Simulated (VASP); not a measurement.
# Ge in VASP: a series of runs, part 2 of 2

VASP 6.6.1. Earlier steps stand in the parts before.

## 4. Density of states, PBEsol

Contents of POSCAR:

```
Ge
1.0
    0.0000000000      2.8289100000      2.8289100000
    2.8289100000      0.0000000000      2.8289100000
    2.8289100000      2.8289100000      0.0000000000
Ge
2
Direct
    0.7500000000      0.7500000000      0.7500000000
    0.5000000000      0.5000000000      0.5000000000
```

Contents of INCAR.step1:

```
SYSTEM = Ge
  PREC = Accurate
  ENCUT = 520
  EDIFF = 1E-6
  ISMEAR = -1
  SIGMA = 0.05
  LREAL = .False.
  LASPH = .True.
  NELM = 60
  ALGO = Normal
  ISIF = 2
  LWAVE = .False.
  LCHARG = .True.
  GGA = PS
  NBANDS = 21
```

Contents of KPOINTS.step1:

```
Automatic mesh
0
Gamma
  8 8 8
  0 0 0
```

Contents of INCAR.step2:

```
SYSTEM = Ge
  PREC = Accurate
  ENCUT = 520
  EDIFF = 1E-6
  ISMEAR = -5
  SIGMA = 0.05
  LREAL = .False.
  LASPH = .True.
  NELM = 60
  ALGO = Normal
  ISIF = 2
  LWAVE = .False.
  LCHARG = .False.
  GGA = PS
  LORBIT = 11
  NBANDS = 21
  NEDOS = 1001
  ICHARG = 11
```

Contents of KPOINTS.step2:

```
Automatic mesh
0
Gamma
  12 12 12
  0 0 0
```

Potentials or basis: VASP PAW PBE potentials, release 64 (Ge_d).

Run with:

```sh
> cat potpaw_PBE.64/Ge_d/POTCAR > POTCAR
> cp INCAR.step1 INCAR
> cp KPOINTS.step1 KPOINTS
> mpirun -np 1 vasp_std > vasp.out
> cp INCAR.step2 INCAR
> cp KPOINTS.step2 KPOINTS
> mpirun -np 1 vasp_std > vasp.out
```

OUTCAR:

```text
SYSTEM = Ge
   PREC = Accurate
   ENCUT = 520
   EDIFF = 1E-6
   ISMEAR = -5
   LREAL = .False.
   LASPH = .True.
   NELM = 60
   ISIF = 2
   GGA = PS
   LORBIT = 11
   ICHARG = 11

 ion  position               nearest neighbor table
   1  0.750  0.750  0.750-   2 2.45   2 2.45   2 2.45   2 2.45
   2  0.500  0.500  0.500-   1 2.45   1 2.45   1 2.45   1 2.45

  LATTYP: Found a face centered cubic cell.
 ALAT       =     5.6578200000

  Lattice vectors:

 A1 = (   0.0000000000,   2.8289100000,   2.8289100000)
 A2 = (   2.8289100000,   0.0000000000,   2.8289100000)
 A3 = (   2.8289100000,   2.8289100000,   0.0000000000)

Analysis of symmetry for initial positions (statically):
=====================================================================
 Subroutine PRICEL returns:
 Original cell was already a primitive cell.

 Routine SETGRP: Setting up the symmetry group for a
 face centered cubic supercell.

 Subroutine GETGRP returns: Found 48 space group operations
 (whereof 24 operations were pure point group operations)
 out of a pool of 48 trial point group operations.

The static configuration has the point symmetry T_d .
 The point group associated with its full space group is O_h .

Analysis of symmetry for dynamics (positions and initial velocities):
=====================================================================
 Subroutine PRICEL returns:
 Original cell was already a primitive cell.

 Routine SETGRP: Setting up the symmetry group for a
 face centered cubic supercell.

 Subroutine GETGRP returns: Found 48 space group operations
 (whereof 24 operations were pure point group operations)
 out of a pool of 48 trial point group operations.

The dynamic configuration has the point symmetry T_d .
 The point group associated with its full space group is O_h .

 Subroutine INISYM returns: Found 48 space group operations
 (whereof 24 operations are pure point group operations),
 and found     1 'primitive' translations
[... 119 lines left out ...]
  Fermi-wavevector in a.u.,A,eV,Ry     =   1.394756  2.635708 26.468033  1.945346
  Thomas-Fermi vector in A             =   2.518275
   LORBIT       =     11    0 simple, 1 ext, 2 COOP (PROOUT), +10 PAW based schemes
   GGA     = PS    functional components
   LHFCALC =     F    Hartree Fock is set to
   AEXX    =    0.0000 exact exchange contribution
   IVDW    =     0    specifies the selected vdW correction
   LEPSILON=     F    determine dielectric tensor
   LRPA    =     F    only Hartree local field effects (RPA)
 non-spin polarized calculation
 Fermi weights with tetrahedron method with Bloechl corrections
  energy-cutoff  :      520.00
  volume of cell :       45.28
 maximum number of plane-waves:      1243
 NGX is ok and might be reduce to    30

 number of electron      28.0000022 magnetization

 Free energy of the ion-electron system (eV)
  ---------------------------------------------------
  ext. energy  EPLUGINS =         0.00000000
  ---------------------------------------------------
  free energy    TOTEN  =        -9.87836054 eV

  energy without entropy =       -9.87836054  energy(sigma->0) =       -9.87836054

 E-fermi :   4.8591     XC(G=0): -10.1273

 val. band max:        4.8577326626   @ k =   0.0000   0.0000   0.0000
 cond. band min:       4.8577326627   @ k =   0.0000   0.0000   0.0000
 fundamental gap:      0.0000000001
 Fermi energy:         4.8591397662

 k-point     1 :       0.0000    0.0000    0.0000
  band No.  band energies     occupation
      1     -19.8991      2.00000
      2     -19.8991      2.00000
      3     -19.8991      2.00000
      4     -19.8620      2.00000
      5     -19.8620      2.00000
      6     -19.6505      2.00000
[... 565 lines left out ...]
     20      14.4955      0.00000
     21      15.0795      0.00000

 [... further k-points ...]

------------------------ aborting loop because EDIFF is reached ----------------------------------------

  FORCE on cell =-STRESS in cart. coord.  units (eV):
  Direction    XX          YY          ZZ          XY          YZ          ZX
  --------------------------------------------------------------------------------------
  -------------------------------------------------------------------------------------
  Total        0.1519187      0.1519187      0.1519187      0.0000000      0.0000000     -0.0000000
  in kB        5.3756927      5.3756927      5.3756927      0.0000000      0.0000000     -0.0000000
  external PRESSURE =       5.3756927 kB  Pullay stress =       0.0000000 kB

 VOLUME and BASIS-vectors are now :
 -----------------------------------------------------------------------------
  energy-cutoff  :      520.00
  volume of cell :       45.28
      direct lattice vectors                 reciprocal lattice vectors
     0.000000000  2.828910000  2.828910000    -0.176746521  0.176746521  0.176746521
     2.828910000  0.000000000  2.828910000     0.176746521 -0.176746521  0.176746521
     2.828910000  2.828910000  0.000000000     0.176746521  0.176746521 -0.176746521

 POSITION                                       TOTAL-FORCE (eV/Angst)
 -----------------------------------------------------------------------------------
      4.24336      4.24336      4.24336         0.000000      0.000000      0.000000
      2.82891      2.82891      2.82891        -0.000000     -0.000000     -0.000000
 -----------------------------------------------------------------------------------
    total drift:                                0.000000     -0.000000     -0.000000

  FREE ENERGIE OF THE ION-ELECTRON SYSTEM (eV)
  ---------------------------------------------------
  free  energy   TOTEN  =        -9.8783605366 eV

  energy  without entropy=       -9.8783605366  energy(sigma->0) =       -9.87836054

 total charge

# of ion       s       p       d       tot
------------------------------------------
    1        1.129   1.259  10.024  12.412
    2        1.129   1.259  10.024  12.412
--------------------------------------------------
tot          2.257   2.517  20.049  24.823
```

OSZICAR.step1:

```text
N       E                     dE             d eps       ncg     rms          rms(c)
DAV:   1     0.199817910535E+03    0.19982E+03   -0.14592E+04  1390   0.364E+03
DAV:   2     0.194228842132E+02   -0.18040E+03   -0.17481E+03  1218   0.650E+02
DAV:   3    -0.903834576347E+01   -0.28461E+02   -0.28298E+02  1368   0.147E+02
DAV:   4    -0.100003904250E+02   -0.96204E+00   -0.96139E+00  1403   0.317E+01
DAV:   5    -0.100161792938E+02   -0.15789E-01   -0.15788E-01  1363   0.453E+00    0.327E+00
DAV:   6    -0.991161601349E+01    0.10456E+00   -0.36090E-02  1637   0.227E+00    0.186E+00
DAV:   7    -0.986167639254E+01    0.49940E-01   -0.58971E-02  1310   0.243E+00    0.158E-01
DAV:   8    -0.986270718968E+01   -0.10308E-02   -0.68817E-03  1389   0.115E+00    0.507E-02
DAV:   9    -0.986280841637E+01   -0.10123E-03   -0.22903E-04  1444   0.216E-01    0.120E-02
DAV:  10    -0.986282531182E+01   -0.16895E-04   -0.22017E-05  1582   0.384E-02    0.548E-03
DAV:  11    -0.986282637957E+01   -0.10678E-05   -0.55558E-06  1635   0.389E-02    0.157E-03
DAV:  12    -0.986282593907E+01    0.44050E-06   -0.90272E-07   839   0.197E-02
   1 F= -.98628259E+01 E0= -.98623668E+01  d E =-.918236E-03
```

It took 30 s on 1 thread of Intel Xeon Platinum 8481C at 2.70GHz (Sapphire Rapids), shared host; peak memory 0.19 GiB.

Results:

```yaml
Valence_electrons_inside_the_program's_atomic_spheres: Ge 12.41
```

Caveat: the PAW data sets were made with another functional, which shifts forces and pressure a little; tetrahedron occupations give inexact forces and stress in metals.

## 5. Vibrations by perturbation theory, PBEsol

Contents of INCAR:

```
PREC = Accurate
ENCUT = 520
EDIFF = 1E-8
ISMEAR = -1
SIGMA = 0.05
LREAL = F
LASPH = T
NELM = 100
ALGO = Normal
ISIF = 2
LWAVE = F
LCHARG = T
GGA = PS
NBANDS = 21
IBRION = 8
NSW = 1
```

Contents of KPOINTS:

```
regular mesh
0
Gamma
  8 8 8
```

POSCAR is that of step 4.

Potentials or basis: VASP PAW PBE potentials, release 64 (Ge_d).

Run with:

```sh
> cat potpaw_PBE.64/Ge_d/POTCAR > POTCAR
> mpirun -np 1 vasp_std > vasp.out
```

OUTCAR:

```text
PREC = Accurate
   ENCUT = 520
   EDIFF = 1E-8
   ISMEAR = -1
   LREAL = F
   LASPH = T
   NELM = 100
   ISIF = 2
   GGA = PS
   IBRION = 8
   NSW = 1

 ion  position               nearest neighbor table
   1  0.750  0.750  0.750-   2 2.45   2 2.45   2 2.45   2 2.45
   2  0.500  0.500  0.500-   1 2.45   1 2.45   1 2.45   1 2.45

  LATTYP: Found a face centered cubic cell.
 ALAT       =     5.6578200000

  Lattice vectors:

 A1 = (   0.0000000000,   2.8289100000,   2.8289100000)
 A2 = (   2.8289100000,   0.0000000000,   2.8289100000)
 A3 = (   2.8289100000,   2.8289100000,   0.0000000000)

Analysis of symmetry for initial positions (statically):
=====================================================================
 Subroutine PRICEL returns:
 Original cell was already a primitive cell.

 Routine SETGRP: Setting up the symmetry group for a
 face centered cubic supercell.
[... 800 lines left out ...]

 INTERNAL STRAIN TENSOR  FOR ION    1  DIRECTION 1   (eV/Angst):
 -----------------------------------------------------------------------------
     0.01210  0.00000  0.00000
     0.00000 -0.00437 -8.42715
     0.00000 -8.42715 -0.00437

 INTERNAL STRAIN TENSOR FOR ION    2 for displacements in x,y,z  (eV/Angst):
          X           Y           Z          XY          YZ          ZX
  --------------------------------------------------------------------------------
  x     0.00000     0.00000     0.00000     0.00000     8.42715     0.00000
  y     0.00000     0.00000     0.00000     0.00000     0.00000     8.42715
  z     0.00000     0.00000     0.00000     8.42715     0.00000     0.00000

 SECOND DERIVATIVES (NOT SYMMETRIZED)
 ------------------------------------
               1X          1Y          1Z          2X          2Y          2Z
  1X   -10.584002    0.000000    0.000000   10.584002    0.000000    0.000000
  1Y     0.000000  -10.584002    0.000000    0.000000   10.584002    0.000000
  1Z     0.000000    0.000000  -10.584002    0.000000    0.000000   10.584002
  2X    10.584002    0.000000    0.000000  -10.584002    0.000000    0.000000
  2Y     0.000000   10.584002    0.000000    0.000000  -10.584002    0.000000
  2Z     0.000000    0.000000   10.584002    0.000000    0.000000  -10.584002

 Eigenvectors and eigenvalues of the dynamical matrix
 ----------------------------------------------------

   1 f  =    8.440972 THz    53.036192 2PiTHz  281.560521 cm-1    34.909040 meV
             X         Y         Z           dx          dy          dz
      4.243365  4.243365  4.243365     0.000000   -0.707107    0.000000
      2.828910  2.828910  2.828910     0.000000    0.707107    0.000000
[... 21 lines left out ...]
   6 f  =    0.000000 THz     0.000000 2PiTHz    0.000000 cm-1     0.000000 meV
             X         Y         Z           dx          dy          dz
      4.243365  4.243365  4.243365     0.000000    0.000000    0.707107
      2.828910  2.828910  2.828910     0.000000    0.000000    0.707107

--------------------------------------------------------------------------------------------------------

 ELASTIC MODULI CONTR FROM IONIC RELAXATION (kBar)
 Direction    XX          YY          ZZ          XY          YZ          ZX
 --------------------------------------------------------------------------------
 XX          -0.0000      0.0000      0.0000      0.0000     -0.0000      0.0000
 YY           0.0000     -0.0000      0.0000      0.0000      0.0000     -0.0000
 ZZ           0.0000      0.0000     -0.0000     -0.0000      0.0000      0.0000
 XY           0.0000      0.0000     -0.0000   -237.4296      0.0000      0.0000
 YZ          -0.0000      0.0000      0.0000      0.0000   -237.4296      0.0000
 ZX           0.0000     -0.0000      0.0000      0.0000      0.0000   -237.4296
 --------------------------------------------------------------------------------
```

stdout:

```text
POSCAR found type information on POSCAR Ge
 POSCAR found :  1 types and       2 ions
 scaLAPACK will be used
 -----------------------------------------------------------------------------
|                                                                             |
|                                                                             |
|     You enforced a specific xc type in the INCAR file but a different       |
|     I HOPE YOU KNOW WHAT YOU ARE DOING!                                     |
|                                                                             |
 -----------------------------------------------------------------------------

 LDA part: xc-table for (Slater+PW92), standard interpolation
 POSCAR, INCAR and KPOINTS ok, starting setup
 FFT: planning ... GRIDC
 FFT: planning ... GRID_SOFT
 FFT: planning ... GRID
 WAVECAR not read
 entering main loop
 Linear response reoptimize wavefunctions to high precision
 Linear response DOF=           1
 Linear response progress:
 first order change of Fermi-energy   0.15033E-03
 force on displaced ion       1 direction 1 : -10.584   0.000   0.000
 Linear response finished
```

Wall time 82 s (1 thread of Intel Xeon Platinum 8481C at 2.70GHz (Sapphire Rapids), shared host); peak memory 0.31 GiB.

What came out:

| Quantity | Value |
| --- | --- |
| Highest phonon frequency at Γ | 282 cm⁻¹ |

Phonon frequencies in cm⁻¹ (negative: imaginary):
```tsv
q point	frequencies
(0.000, 0.000, 0.000)	0 0 0 282 282 282
```

Caveat: the PAW data sets were made with another functional, which shifts forces and pressure a little.

## 6. Density of states, PBE+D4

POSCAR is that of step 5.

Contents of INCAR.step1:

```
SYSTEM = Ge
ALGO = Normal
EDIFF = 1E-6
ENCUT = 520
GGA = PE
ISIF = 2
ISMEAR = -1
IVDW = 13
LASPH = .True.
LCHARG = .True.
LREAL = .False.
LWAVE = .False.
NBANDS = 21
NELM = 100
PREC = Accurate
SIGMA = 0.01
```

Contents of KPOINTS.step1:

```
k-points
0
Gamma
  8 8 8
  0 0 0
```

Contents of INCAR.step2:

```
SYSTEM = Ge
ALGO = Normal
EDIFF = 1E-6
ENCUT = 520
GGA = PE
ICHARG = 11
ISIF = 2
ISMEAR = -5
IVDW = 13
LASPH = .True.
LCHARG = .False.
LORBIT = 10
LREAL = .False.
LWAVE = .False.
NEDOS = 2001
NELM = 100
PREC = Accurate
SIGMA = 0.01
```

Contents of KPOINTS.step2:

```
k-points
0
Gamma
  12 12 12
  0 0 0
```

Potentials or basis: VASP PAW PBE potentials, release 64 (Ge_d).

Run with:

```sh
> cat potpaw_PBE.64/Ge_d/POTCAR > POTCAR
> cp INCAR.step1 INCAR
> cp KPOINTS.step1 KPOINTS
> mpirun -np 1 vasp_std > vasp.out
> cp INCAR.step2 INCAR
> cp KPOINTS.step2 KPOINTS
> mpirun -np 1 vasp_std > vasp.out
```

OUTCAR:

```text
SYSTEM = Ge
   EDIFF = 1E-6
   ENCUT = 520
   GGA = PE
   ICHARG = 11
   ISIF = 2
   ISMEAR = -5
   IVDW = 13
   LASPH = .True.
   LORBIT = 10
   LREAL = .False.
   NELM = 100
   PREC = Accurate

 ion  position               nearest neighbor table
   1  0.750  0.750  0.750-   2 2.45   2 2.45   2 2.45   2 2.45
   2  0.500  0.500  0.500-   1 2.45   1 2.45   1 2.45   1 2.45

  LATTYP: Found a face centered cubic cell.
 ALAT       =     5.6578200000

  Lattice vectors:

 A1 = (   0.0000000000,   2.8289100000,   2.8289100000)
 A2 = (   2.8289100000,   0.0000000000,   2.8289100000)
 A3 = (   2.8289100000,   2.8289100000,   0.0000000000)

Analysis of symmetry for initial positions (statically):
=====================================================================
 Subroutine PRICEL returns:
 Original cell was already a primitive cell.

 Routine SETGRP: Setting up the symmetry group for a
 face centered cubic supercell.

 Subroutine GETGRP returns: Found 48 space group operations
 (whereof 24 operations were pure point group operations)
 out of a pool of 48 trial point group operations.

The static configuration has the point symmetry T_d .
 The point group associated with its full space group is O_h .

Analysis of symmetry for dynamics (positions and initial velocities):
=====================================================================
 Subroutine PRICEL returns:
 Original cell was already a primitive cell.

 Routine SETGRP: Setting up the symmetry group for a
 face centered cubic supercell.

 Subroutine GETGRP returns: Found 48 space group operations
 (whereof 24 operations were pure point group operations)
 out of a pool of 48 trial point group operations.

The dynamic configuration has the point symmetry T_d .
 The point group associated with its full space group is O_h .

 Subroutine INISYM returns: Found 48 space group operations
 (whereof 24 operations are pure point group operations),
[... 122 lines left out ...]
   LORBIT       =     10    0 simple, 1 ext, 2 COOP (PROOUT), +10 PAW based schemes
   GGA     = PE    functional components
   LHFCALC =     F    Hartree Fock is set to
   AEXX    =    0.0000 exact exchange contribution
   IVDW    =    13    specifies the selected vdW correction
   LEPSILON=     F    determine dielectric tensor
   LRPA    =     F    only Hartree local field effects (RPA)
 non-spin polarized calculation
 Fermi weights with tetrahedron method with Bloechl corrections
  energy-cutoff  :      520.00
  volume of cell :       45.28
 maximum number of plane-waves:      1243
 NGX is ok and might be reduce to    30

 number of electron      28.0000022 magnetization

 Free energy of the ion-electron system (eV)
  ---------------------------------------------------
  ext. energy  EPLUGINS =         0.00000000
  ---------------------------------------------------
  free energy    TOTEN  =        -9.01085693 eV

  energy without entropy =       -9.01085693  energy(sigma->0) =       -9.01085693

 E-fermi :   4.9978     XC(G=0):  -9.9229

 val. band max:        4.9908384052   @ k =   0.0000   0.0000   0.0000
 cond. band min:       5.0280017646   @ k =   0.0000   0.0000   0.0000
 fundamental gap:      0.0371633593
 Fermi energy:         4.9978248356

 k-point     1 :       0.0000    0.0000    0.0000
  band No.  band energies     occupation
      1     -19.8205      2.00000
      2     -19.8205      2.00000
      3     -19.8205      2.00000
      4     -19.7840      2.00000
      5     -19.7840      2.00000
      6     -19.5740      2.00000
[... 481 lines left out ...]
      5     -19.7223      2.00000
      6     -19.6311      2.00000
[... 10 lines left out ...]
     17       9.7183      0.00000
     18      12.5639      0.00000

 [... further k-points ...]

------------------------ aborting loop because EDIFF is reached ----------------------------------------

  DFT-D4 for vdW energy calculation

  Edisp (eV):   -0.65396

  FORCE on cell =-STRESS in cart. coord.  units (eV):
  Direction    XX          YY          ZZ          XY          YZ          ZX
  --------------------------------------------------------------------------------------
  -------------------------------------------------------------------------------------
  Total       0.23938     0.23938     0.23938     0.00000     0.00000    -0.00000
  in kB       8.47068     8.47068     8.47068     0.00000     0.00000    -0.00000
  external pressure =        8.47 kB  Pullay stress =        0.00 kB

 VOLUME and BASIS-vectors are now :
 -----------------------------------------------------------------------------
  energy-cutoff  :      520.00
  volume of cell :       45.28
      direct lattice vectors                 reciprocal lattice vectors
     0.000000000  2.828910000  2.828910000    -0.176746521  0.176746521  0.176746521
     2.828910000  0.000000000  2.828910000     0.176746521 -0.176746521  0.176746521
     2.828910000  2.828910000  0.000000000     0.176746521  0.176746521 -0.176746521

 POSITION                                       TOTAL-FORCE (eV/Angst)
 -----------------------------------------------------------------------------------
      4.24336      4.24336      4.24336        -0.000000     -0.000000     -0.000000
      2.82891      2.82891      2.82891         0.000000      0.000000      0.000000
 -----------------------------------------------------------------------------------
    total drift:                                0.000000     -0.000000     -0.000000

  FREE ENERGIE OF THE ION-ELECTRON SYSTEM (eV)
  ---------------------------------------------------
  free  energy   TOTEN  =        -9.6648182825 eV

  energy  without entropy=       -9.6648182825  energy(sigma->0) =       -9.66481828

 total charge

# of ion       s       p       d       tot
------------------------------------------
    1        1.130   1.265  10.024  12.419
    2        1.130   1.265  10.024  12.419
--------------------------------------------------
tot          2.259   2.530  20.048  24.837
```

Run time: 31 s. Hardware: 1 thread of Intel Xeon 6975P-C (Granite Rapids), shared host; peak memory 0.18 GiB.

Results:

- Valence electrons inside the program's atomic spheres: Ge 12.42
- Dispersion energy per atom: -0.327 eV
